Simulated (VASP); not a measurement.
Write the native input for VASP 6.6.1 that does the following.

- Task: single point
- Functional: LDA
- Potentials or basis: VASP PAW LDA potentials, release 64 (Ti_sv, Al)
- Cutoff: 520 eV
- k mesh: 10 × 8 × 8
- Occupations: gaussian, width 0.15 eV
- Spin: no spin polarisation
- Dipole correction: no
- Further INCAR settings: ALGO = Fast; EDIFF = 1e-06; NBANDS = 31

The structure of TiAl3 lies in POSCAR:

```
TiAl3
1.0
   -3.9105245017      0.0000000000      0.0000000000
    0.0000000000      3.9105245017      3.9105245017
    0.0000000000      3.9105245017     -3.9105245017
Ti Al
2 6
Direct
    0.0000000000      0.5000000000      0.5000000000
    0.0000000000      0.0000000000      0.0000000000
    0.5000000000      0.7269851845      0.7730148155
    0.5000000000      0.2730148155      0.2269851845
    0.5000000000      0.7269851845      0.2269851845
    0.5000000000      0.2730148155      0.7730148155
    0.0000000000      0.5000000000      0.0000000000
    0.0000000000      0.0000000000      0.5000000000
```

This cell differs from its parent crystal: atoms displaced along a vibrational mode.

The input as run:

INCAR

```
ALGO     = Fast           # electronic algorithm
EDIFF    = 1E-6           # SCF threshold, eV
ENCUT    = 520            # plane-wave cutoff, eV
ISIF     = 2              # what is computed and relaxed
ISMEAR   = 0              # smearing method
LASPH    = True           # aspherical terms in the spheres
LCHARG   = False          # write CHGCAR
LREAL    = False          # projectors in reciprocal space
LWAVE    = False          # write WAVECAR
NBANDS   = 31             # bands
NELM     = 100            # most SCF steps
PREC     = Accurate       # precision mode
SIGMA    = 0.15           # smearing width, eV
```

KPOINTS

```
k-points
0
Gamma
  10 8 8
```

Potentials or basis: VASP PAW LDA potentials, release 64 (Ti_sv, Al).

Run with:

```console
$ cat potpaw_LDA.64/Ti_sv/POTCAR potpaw_LDA.64/Al/POTCAR > POTCAR
$ mpirun -np 1 vasp_std > vasp.out
```

Results of the run:

The pressure is 2.7 GPa and the largest force is 1.818 eV/Å. The band gap on the k mesh is zero (bands 21 and 22 overlap by 0.54 eV).

Caveat: the cell differs from its parent crystal (atoms displaced along a vibrational mode); forces of over 1 eV/Å act on the atoms, so gaps and moduli don't describe the material at rest.

Run time: 26 min on 1 thread of Intel Xeon 8259CL, with other jobs on the host, peak memory 0.38 GiB.
